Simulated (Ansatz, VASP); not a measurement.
## Two plane-wave programs on KI

The input INCAR:

```
PREC     = Accurate       # precision mode
ENCUT    = 520            # plane-wave cutoff, eV
EDIFF    = 1E-7           # SCF threshold, eV
ISMEAR   = 0              # smearing method
SIGMA    = 0.05           # smearing width, eV
LREAL    = F              # projectors in reciprocal space
LASPH    = T              # aspherical terms in the spheres
NELM     = 80             # most SCF steps
ALGO     = Normal         # electronic algorithm
ISIF     = 2              # what is computed and relaxed
LWAVE    = F              # write WAVECAR
LCHARG   = T              # write CHGCAR
LELF     = T              # ELF
LVHAR    = T            
NBANDS   = 15             # bands
```

Contents of KPOINTS:

```
regular mesh
0
Gamma
  6 6 6
```

File POSCAR:

```
KI
1.0
    0.0000000000      3.4109309835      3.4109309835
    3.4109309835      0.0000000000      3.4109309835
    3.4109309835      3.4109309835      0.0000000000
K I
1 1
Direct
   -0.0144828495     -0.0144828495      0.0144828495
    0.5044620555      0.5044620555      0.4955379445
```

Input for Ansatz:

```yaml
crystal:
  lattice:
    - [0.0, 3.4109309835, 3.4109309835]
    - [3.4109309835, 0.0, 3.4109309835]
    - [3.4109309835, 3.4109309835, 0.0]
  atoms:
    - { symbol: K, position: [-0.0144828495, -0.0144828495, 0.0144828495] }
    - { symbol: I, position: [0.5044620555, 0.5044620555, 0.4955379445] }
basis:
  ecutwfc: 420
kpoints:
  mp_grid: { grid: [6, 6, 6] }
hamiltonian:
  xc: lda
  pseudopotentials: { kind: paw }
scf:
  occupations: { method: gaussian, width: 0.05 }
output:
  forces: true
  stress: true
  eigenvalues: true
```

Change from the starting cell: mode 6 frozen in at -0.099 Å, equal normal strain along x and y +0.0000.

Alike in both runs: task single point; functional LDA; k mesh 6 × 6 × 6; occupations gaussian, width 0.05 eV; no spin polarisation.

|  | VASP | Ansatz |
| --- | --- | --- |
| version | VASP 6.6.1 | Ansatz 0.2.0 |
| potentials or method | VASP PAW LDA potentials, release 64 (K_sv, I), cutoff 520 eV | scalar-relativistic, plane waves, PAW |
| valence electrons in the cell | 16 | 26 |

```tsv
	VASP	Ansatz	Ansatz less VASP
gap on the k mesh at the Fermi level (eV)	3.88	3.87	-0.010
least direct gap on the mesh (eV)	3.88	3.87	-0.010
pressure (GPa)	0.1	0.1	-0.06
traceless stress, the component that is largest in VASP (GPa)	0.25	0.25	-0.004
rms of the force components (eV/Å)	0.115	0.112	-0.0022
```

LDA's correlation is that of Perdew and Zunger in VASP and of Perdew and Wang (1992) in Ansatz. Atom by atom the forces differ by 0.002 eV/Å (rms over components). VASP's potentials hold 16 valence electrons a cell and Ansatz's 26, so a difference there can come from the potentials and not from the codes.

Neither program's run includes spin-orbit coupling.
